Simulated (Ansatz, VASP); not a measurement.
**One calculation of Pd, two programs**

```
Pd
1.0
     4.58437    0.00000    0.00000
    -2.29218    3.97018    0.00000
     0.00000    0.00000    2.71745
Pd
3
Direct
  0.00000 0.00000 0.00000
  0.33333 0.66667 0.50000
  0.66667 0.33333 0.50000
```

Alike in both runs: task single point; functional r2SCAN; k mesh 9 × 9 × 13; occupations fermi-dirac, width 0.05 eV; collinear spin.

|  | VASP | Ansatz |
| --- | --- | --- |
| version | VASP 6.6.1 | Ansatz 0.2.0 |
| potentials or method | VASP PAW PBE potentials, release 64 (Pd), cutoff 520 eV | plane waves (500 eV) with PAW, scalar-relativistic |
| valence electrons in the cell | 30 | 54 |

|  | VASP | Ansatz | Ansatz less VASP |
| --- | --- | --- | --- |
| pressure (GPa) | -10.3 | -10.6 | -0.30 |
| traceless stress, the component that is largest in VASP (GPa) | 0.40 | 0.28 | -0.117 |
| net moment per atom (μB) | 0.29 | 0.28 | -0.004 |
| size of the moment on the site where the two differ most (μB) | 0.29 | 0.29 | +0.003 |

VASP's potentials were made for PBE, not for r2SCAN. Site moments also hang on the region over which each program counts them. VASP's potentials hold 30 valence electrons a cell and Ansatz's 54, so a difference there can come from the potentials and not from the codes. Ansatz's warnings: stability check not made.
